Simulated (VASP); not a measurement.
# HgTe (Coloradoite) (F-43m) in VASP: a series of runs

Aim: see how the results for HgTe (Coloradoite) move with the level of theory and the settings. Levels: revPBE, BLYP+D3(BJ). Tasks: single point.

Program: VASP 6.6.1. These are calculated values, not measurements. Logs are shortened: lines on timing, memory, paths and dates and some standing lists are left out, and cuts for length are marked.

## Step 1: The cell of the first run

It takes space group F-43m (No. 216, cubic). The conventional cell has a = 6.472 Å, b = 6.472 Å, c = 6.472 Å, α = 90.00°, β = 90.00°, γ = 90.00°. Hg (site symmetry -43m) has 4 Te at 2.80 Å within 3.7 Å. Within 3.7 Å of Te (site symmetry -43m) lie 4 Hg at 2.80 Å.

## Step 2: Single point, revPBE

File INCAR:

```
PREC = Accurate
ENCUT = 520
EDIFF = 1E-6
ISMEAR = -1
SIGMA = 0.05
LREAL = False
LASPH = True
NELM = 80
ALGO = Normal
ISIF = 2
LWAVE = False
LCHARG = False
GGA = RE
NBANDS = 16
```

File KPOINTS:

```
regular mesh
0
Gamma
  7 7 7
```

File POSCAR:

```
HgTe
1.0
    0.0000000000      3.2357886999      3.2357886999
    3.2357886999      0.0000000000      3.2357886999
    3.2357886999      3.2357886999      0.0000000000
Hg Te
1 1
Direct
    0.0000000000      0.0000000000      0.0000000000
    0.7500000000      0.7500000000      0.7500000000
```

Potentials or basis: VASP PAW PBE potentials, release 64 (Hg, Te).

Launch:

```
$ cat potpaw_PBE.64/Hg/POTCAR potpaw_PBE.64/Te/POTCAR > POTCAR
$ mpirun -np 1 vasp_std > vasp.out
```

OUTCAR:

```text
PREC = Accurate
   ENCUT = 520
   EDIFF = 1E-6
   ISMEAR = -1
   LREAL = False
   LASPH = True
   NELM = 80
   ISIF = 2
   GGA = RE

 ion  position               nearest neighbor table
   1  0.000  0.000  0.000-   2 2.80   2 2.80   2 2.80   2 2.80
   2  0.750  0.750  0.750-   1 2.80   1 2.80   1 2.80   1 2.80

  LATTYP: Found a face centered cubic cell.
 ALAT       =     6.4715773998

  Lattice vectors:

 A1 = (   0.0000000000,   3.2357886999,   3.2357886999)
 A2 = (   3.2357886999,   0.0000000000,   3.2357886999)
 A3 = (   3.2357886999,   3.2357886999,   0.0000000000)

Analysis of symmetry for initial positions (statically):
=====================================================================
 Subroutine PRICEL returns:
 Original cell was already a primitive cell.

 Routine SETGRP: Setting up the symmetry group for a
 face centered cubic supercell.

 Subroutine GETGRP returns: Found 24 space group operations
 (whereof 24 operations were pure point group operations)
 out of a pool of 48 trial point group operations.

The static configuration has the point symmetry T_d .

Analysis of symmetry for dynamics (positions and initial velocities):
=====================================================================
 Subroutine PRICEL returns:
 Original cell was already a primitive cell.

 Routine SETGRP: Setting up the symmetry group for a
 face centered cubic supercell.

 Subroutine GETGRP returns: Found 24 space group operations
 (whereof 24 operations were pure point group operations)
 out of a pool of 48 trial point group operations.

The dynamic configuration has the point symmetry T_d .

 Subroutine INISYM returns: Found 24 space group operations
 (whereof 24 operations are pure point group operations),
 and found     1 'primitive' translations

----------------------------------------------------------------------------------------

                                     Primitive cell

  volume of cell :      67.7595

  direct lattice vectors                    reciprocal lattice vectors
     0.000000000  3.235788700  3.235788700    -0.154521833  0.154521833  0.154521833
     3.235788700  0.000000000  3.235788700     0.154521833 -0.154521833  0.154521833
     3.235788700  3.235788700  0.000000000     0.154521833  0.154521833 -0.154521833

  length of vectors
     4.576096264  4.576096264  4.576096264     0.267639665  0.267639665  0.267639665

  position of ions in fractional coordinates (direct lattice)
[... 72 lines left out ...]
   ENCUT  =  520.0 eV  38.22 Ry    6.18 a.u.   8.51  8.51  8.51*2*pi/ulx,y,z
   NELM   =     80;   NELMIN=  2; NELMDL= -5     # of ELM steps
   EDIFF  = 0.1E-05   stopping-criterion for ELM
   LREAL  =      F    real-space projection
   EDIFFG = 0.1E-04   stopping-criterion for IOM
   NSW    =      0    number of steps for IOM
   IBRION =     -1    ionic relax: 0-MD 1-quasi-New 2-CG
   NFREE  =      0    steps in history (QN), initial steepest desc. (CG)
   ISIF   =      2    stress and relaxation
   ISYM   =      2    0-nonsym 1-usesym 2-fastsym
   POTIM  = 0.5000    time-step for ionic-motion
   TEBEG  =    0.0;   TEEND  =   0.0 temperature during run
   PSTRESS=    0.0 pullay stress
   NELECT =      18.0000    total number of electrons
   NUPDOWN=      -1.0000    fix difference up-down
   EMIN   =  10.00;   EMAX   =-10.00  energy-range for DOS
   EFERMI =   0.00;   METHOD = LEGACY
   ISMEAR =    -1;   SIGMA  =   0.05  broadening in eV -4-tet -1-fermi 0-gaus
   EFERMI_NEDOS =   21; number of points for ismear=-14 and -15
   IALGO  =     38    algorithm
   IMIX   =      4    mixing-type and parameters
     AMIX     =   0.40;   BMIX     =  1.00
     AMIX_MAG =   1.60;   BMIX_MAG =  1.00
  volume/ion in A,a.u.               =      33.88       228.63
  Fermi-wavevector in a.u.,A,eV,Ry     =   1.052387  1.988723 15.068705  1.107519
  Thomas-Fermi vector in A             =   2.187468
   LORBIT       =      0    0 simple, 1 ext, 2 COOP (PROOUT), +10 PAW based schemes
   GGA     = RE    functional components
   LHFCALC =     F    Hartree Fock is set to
   AEXX    =    0.0000 exact exchange contribution
   IVDW    =     0    specifies the selected vdW correction
   LEPSILON=     F    determine dielectric tensor
   LRPA    =     F    only Hartree local field effects (RPA)
 non-spin polarized calculation
  energy-cutoff  :      520.00
  volume of cell :       67.76
 maximum number of plane-waves:      1841
 NGX is ok and might be reduce to    36
   NGX = 17   NGY = 17   NGZ = 17

 number of electron      18.0000002 magnetization

 Free energy of the ion-electron system (eV)
  ---------------------------------------------------
  ext. energy  EPLUGINS =         0.00000000
  ---------------------------------------------------
  free energy    TOTEN  =        -2.91954240 eV

  energy without entropy =       -2.91883098  energy(sigma->0) =       -2.91918669

 E-fermi :   3.1863     XC(G=0):  -8.5641

 val. band max:        3.1443713236   @ k =   0.0000   0.0000   0.0000
 cond. band min:       3.9156816939   @ k =   0.1429   0.0000   0.0000
 fundamental gap:      0.7713103703
 Fermi energy:         3.1862652043

 k-point     1 :       0.0000    0.0000    0.0000
  band No.  band energies     occupation
      1      -8.7873      2.00000
      2      -4.1937      2.00000
      3      -4.1937      2.00000
      4      -4.1937      2.00000
      5      -3.6710      2.00000
      6      -3.6710      2.00000
[... 357 lines left out ...]
      3      -3.9347      2.00000
      4      -3.7354      2.00000
      5      -3.6816      2.00000
      6      -3.1145      2.00000
[... 8 lines left out ...]
     15      13.2726      0.00000
     16      15.0194      0.00000

------------------------ aborting loop because EDIFF is reached ----------------------------------------

  FORCE on cell =-STRESS in cart. coord.  units (eV):
  Direction    XX          YY          ZZ          XY          YZ          ZX
  --------------------------------------------------------------------------------------
  -------------------------------------------------------------------------------------
  Total        2.0213342      2.0213342      2.0213342      0.0000000      0.0000000      0.0000000
  in kB       47.7945355     47.7945355     47.7945355      0.0000000      0.0000000      0.0000000
  external PRESSURE =      47.7945355 kB  Pullay stress =       0.0000000 kB

 VOLUME and BASIS-vectors are now :
 -----------------------------------------------------------------------------
  energy-cutoff  :      520.00
  volume of cell :       67.76
      direct lattice vectors                 reciprocal lattice vectors
     0.000000000  3.235788700  3.235788700    -0.154521833  0.154521833  0.154521833
     3.235788700  0.000000000  3.235788700     0.154521833 -0.154521833  0.154521833
     3.235788700  3.235788700  0.000000000     0.154521833  0.154521833 -0.154521833

 POSITION                                       TOTAL-FORCE (eV/Angst)
 -----------------------------------------------------------------------------------
      0.00000      0.00000      0.00000        -0.000000      0.000000      0.000000
      4.85368      4.85368      4.85368         0.000000     -0.000000     -0.000000
 -----------------------------------------------------------------------------------
    total drift:                                0.000000      0.000000      0.000000

  FREE ENERGIE OF THE ION-ELECTRON SYSTEM (eV)
  ---------------------------------------------------
  free  energy   TOTEN  =        -2.9195423960 eV

  energy  without entropy=       -2.9188309768  energy(sigma->0) =       -2.91918669
```

OSZICAR:

```text
N       E                     dE             d eps       ncg     rms          rms(c)
DAV:   1     0.107087558905E+03    0.10709E+03   -0.79770E+03   640   0.968E+02
DAV:   2     0.595996074601E+00   -0.10649E+03   -0.99939E+02   768   0.231E+02
DAV:   3    -0.307973291823E+01   -0.36757E+01   -0.36678E+01   776   0.436E+01
DAV:   4    -0.311341981158E+01   -0.33687E-01   -0.33686E-01   968   0.388E+00
DAV:   5    -0.311349469574E+01   -0.74884E-04   -0.74884E-04   832   0.175E-01    0.767E+00
DAV:   6    -0.292442351768E+01    0.18907E+00   -0.36863E-01   760   0.811E+00    0.600E+00
DAV:   7    -0.291885489998E+01    0.55686E-02   -0.10056E-01   704   0.217E+00    0.213E+00
DAV:   8    -0.291910549588E+01   -0.25060E-03   -0.11438E-02   752   0.121E+00    0.517E-01
DAV:   9    -0.291940425827E+01   -0.29876E-03   -0.87052E-04   768   0.326E-01    0.136E-01
DAV:  10    -0.291949683959E+01   -0.92581E-04   -0.12510E-04   744   0.922E-02    0.488E-02
DAV:  11    -0.291954542855E+01   -0.48589E-04   -0.11072E-04   720   0.717E-02    0.489E-02
DAV:  12    -0.291954259550E+01    0.28330E-05   -0.57744E-06   728   0.234E-02    0.266E-02
DAV:  13    -0.291954239605E+01    0.19946E-06   -0.27435E-06   720   0.925E-03
   1 F= -.29195424E+01 E0= -.29191867E+01  d E =-.711419E-03
```

stdout:

```text
POSCAR found type information on POSCAR HgTe
 POSCAR found :  2 types and       2 ions
 scaLAPACK will be used
 -----------------------------------------------------------------------------
|                                                                             |
|                                                                             |
|     You enforced a specific xc type in the INCAR file but a different       |
|     I HOPE YOU KNOW WHAT YOU ARE DOING!                                     |
|                                                                             |
 -----------------------------------------------------------------------------

 LDA part: xc-table for (Slater+PW92), standard interpolation
 POSCAR, INCAR and KPOINTS ok, starting setup
 FFT: planning ... GRIDC
 FFT: planning ... GRID_SOFT
 FFT: planning ... GRID
 WAVECAR not read
 entering main loop
```

Wall time 16 s (1 thread of AMD EPYC 9R45 (Zen 5), shared host); peak memory 0.18 GiB.

Results:

```yaml
Free_energy: -2.9195 eV
Pressure: 4.8 GPa
Band_gap_on_the_k_mesh: zero (filled and empty bands touch)
```

Levels at points of the mesh, in eV from the Fermi level:
```
           k point  band 5  band 6  band 7  band 8  band 9  band 10  band 11  band 12  band 13  band 14
(0.00, 0.00, 0.00)   -6.86   -6.86   -0.70   -0.04   -0.04    -0.04     4.23     4.23     4.23     6.65
```

Caveat: the PAW data sets were made with another functional, which shifts forces and pressure a little; spin-orbit coupling is left out, which moves the levels of the heavy elements.

## Step 3: Single point, revPBE

This run uses another cell than the first one, of 34.54 Å³/atom, 1.020 times its volume.

File INCAR:

```
  PREC = Accurate
  ENCUT = 520
  EDIFF = 1E-7
  ISMEAR = -1
  SIGMA = 0.05
  LREAL = F
  LASPH = T
  NELM = 100
  ALGO = Normal
  ISIF = 2
  LWAVE = F
  LCHARG = F
  GGA = RE
  NBANDS = 16
```

KPOINTS is that of step 2.

File POSCAR:

```
HgTe
1.0
    0.0000000000      3.2568009036      3.2568009036
    3.2568009036      0.0000000000      3.2568009036
    3.2568009036      3.2568009036      0.0000000000
Hg Te
1 1
Direct
    0.0000000000      0.0000000000      0.0000000000
    0.7500000000      0.7500000000      0.7500000000
```

Potentials or basis: VASP PAW PBE potentials, release 64 (Hg, Te).

Launch:

```
$ cat potpaw_PBE.64/Hg/POTCAR potpaw_PBE.64/Te/POTCAR > POTCAR
$ mpirun -np 1 vasp_std > vasp.out
```

OUTCAR:

```text
PREC = Accurate
   ENCUT = 520
   EDIFF = 1E-7
   ISMEAR = -1
   LREAL = F
   LASPH = T
   NELM = 100
   ISIF = 2
   GGA = RE

 ion  position               nearest neighbor table
   1  0.000  0.000  0.000-   2 2.82   2 2.82   2 2.82   2 2.82
   2  0.750  0.750  0.750-   1 2.82   1 2.82   1 2.82   1 2.82

  LATTYP: Found a face centered cubic cell.
 ALAT       =     6.5136018072

  Lattice vectors:

 A1 = (   0.0000000000,   3.2568009036,   3.2568009036)
 A2 = (   3.2568009036,   0.0000000000,   3.2568009036)
 A3 = (   3.2568009036,   3.2568009036,   0.0000000000)

Analysis of symmetry for initial positions (statically):
=====================================================================
 Subroutine PRICEL returns:
 Original cell was already a primitive cell.

 Routine SETGRP: Setting up the symmetry group for a
 face centered cubic supercell.

 Subroutine GETGRP returns: Found 24 space group operations
 (whereof 24 operations were pure point group operations)
 out of a pool of 48 trial point group operations.

The static configuration has the point symmetry T_d .

Analysis of symmetry for dynamics (positions and initial velocities):
=====================================================================
 Subroutine PRICEL returns:
 Original cell was already a primitive cell.

 Routine SETGRP: Setting up the symmetry group for a
 face centered cubic supercell.

 Subroutine GETGRP returns: Found 24 space group operations
 (whereof 24 operations were pure point group operations)
 out of a pool of 48 trial point group operations.

The dynamic configuration has the point symmetry T_d .

 Subroutine INISYM returns: Found 24 space group operations
 (whereof 24 operations are pure point group operations),
 and found     1 'primitive' translations

[... 105 lines left out ...]
   EFERMI_NEDOS =   21; number of points for ismear=-14 and -15
   IALGO  =     38    algorithm
   IMIX   =      4    mixing-type and parameters
     AMIX     =   0.40;   BMIX     =  1.00
     AMIX_MAG =   1.60;   BMIX_MAG =  1.00
  volume/ion in A,a.u.               =      34.54       233.11
  Fermi-wavevector in a.u.,A,eV,Ry     =   1.045597  1.975892 14.874892  1.093274
  Thomas-Fermi vector in A             =   2.180400
   LORBIT       =      0    0 simple, 1 ext, 2 COOP (PROOUT), +10 PAW based schemes
   GGA     = RE    functional components
   LHFCALC =     F    Hartree Fock is set to
   AEXX    =    0.0000 exact exchange contribution
   IVDW    =     0    specifies the selected vdW correction
   LEPSILON=     F    determine dielectric tensor
   LRPA    =     F    only Hartree local field effects (RPA)
 non-spin polarized calculation
  energy-cutoff  :      520.00
  volume of cell :       69.09
 maximum number of plane-waves:      1877
 NGX is ok and might be reduce to    36
   NGX = 17   NGY = 17   NGZ = 17

 number of electron      18.0000002 magnetization

 Free energy of the ion-electron system (eV)
  ---------------------------------------------------
  ext. energy  EPLUGINS =         0.00000000
  ---------------------------------------------------
  free energy    TOTEN  =        -2.95538866 eV

  energy without entropy =       -2.95465430  energy(sigma->0) =       -2.95502148

 E-fermi :   2.9849     XC(G=0):  -8.4712

 val. band max:        2.9416624008   @ k =   0.0000   0.0000   0.0000
 cond. band min:       3.6888020759   @ k =   0.1429   0.0000   0.0000
 fundamental gap:      0.7471396751
 Fermi energy:         2.9849306288

 k-point     1 :       0.0000    0.0000    0.0000
  band No.  band energies     occupation
      1      -8.8523      2.00000
      2      -4.2855      2.00000
      3      -4.2855      2.00000
      4      -4.2855      2.00000
      5      -3.7861      2.00000
      6      -3.7861      2.00000
[... 357 lines left out ...]
      3      -4.0383      2.00000
      4      -3.8465      2.00000
      5      -3.7947      2.00000
      6      -3.2552      2.00000
[... 8 lines left out ...]
     15      13.0348      0.00000
     16      14.7294      0.00000

------------------------ aborting loop because EDIFF is reached ----------------------------------------

  FORCE on cell =-STRESS in cart. coord.  units (eV):
  Direction    XX          YY          ZZ          XY          YZ          ZX
  --------------------------------------------------------------------------------------
  -------------------------------------------------------------------------------------
  Total        1.6397216      1.6397216      1.6397216     -0.0000000     -0.0000000      0.0000000
  in kB       38.0256864     38.0256864     38.0256864     -0.0000000     -0.0000000      0.0000000
  external PRESSURE =      38.0256864 kB  Pullay stress =       0.0000000 kB

 VOLUME and BASIS-vectors are now :
 -----------------------------------------------------------------------------
  energy-cutoff  :      520.00
  volume of cell :       69.09
      direct lattice vectors                 reciprocal lattice vectors
     0.000000000  3.256800904  3.256800904    -0.153524890  0.153524890  0.153524890
     3.256800904  0.000000000  3.256800904     0.153524890 -0.153524890  0.153524890
     3.256800904  3.256800904  0.000000000     0.153524890  0.153524890 -0.153524890

 POSITION                                       TOTAL-FORCE (eV/Angst)
 -----------------------------------------------------------------------------------
      0.00000      0.00000      0.00000         0.000000      0.000000      0.000000
      4.88520      4.88520      4.88520        -0.000000     -0.000000     -0.000000
 -----------------------------------------------------------------------------------
    total drift:                                0.000000      0.000000      0.000000

  FREE ENERGIE OF THE ION-ELECTRON SYSTEM (eV)
  ---------------------------------------------------
  free  energy   TOTEN  =        -2.9553886621 eV

  energy  without entropy=       -2.9546543034  energy(sigma->0) =       -2.95502148
```

stdout:

```text
POSCAR found type information on POSCAR HgTe
 POSCAR found :  2 types and       2 ions
 scaLAPACK will be used
 -----------------------------------------------------------------------------
|                                                                             |
|                                                                             |
|     You enforced a specific xc type in the INCAR file but a different       |
|     I HOPE YOU KNOW WHAT YOU ARE DOING!                                     |
|                                                                             |
 -----------------------------------------------------------------------------

 LDA part: xc-table for (Slater+PW92), standard interpolation
 POSCAR, INCAR and KPOINTS ok, starting setup
 FFT: planning ... GRIDC
 FFT: planning ... GRID_SOFT
 FFT: planning ... GRID
 WAVECAR not read
 entering main loop
```

Wall time 19 s (1 thread of AMD EPYC 9R45 (Zen 5), shared host); peak memory 0.17 GiB.

Results:

```yaml
Free_energy: -2.9554 eV
Pressure: 3.8 GPa
Band_gap_on_the_k_mesh: zero (filled and empty bands touch)
```

Caveat: the PAW data sets were made with another functional, which shifts forces and pressure a little; spin-orbit coupling is left out, which moves the levels of the heavy elements.

[end of part 1 of 2]
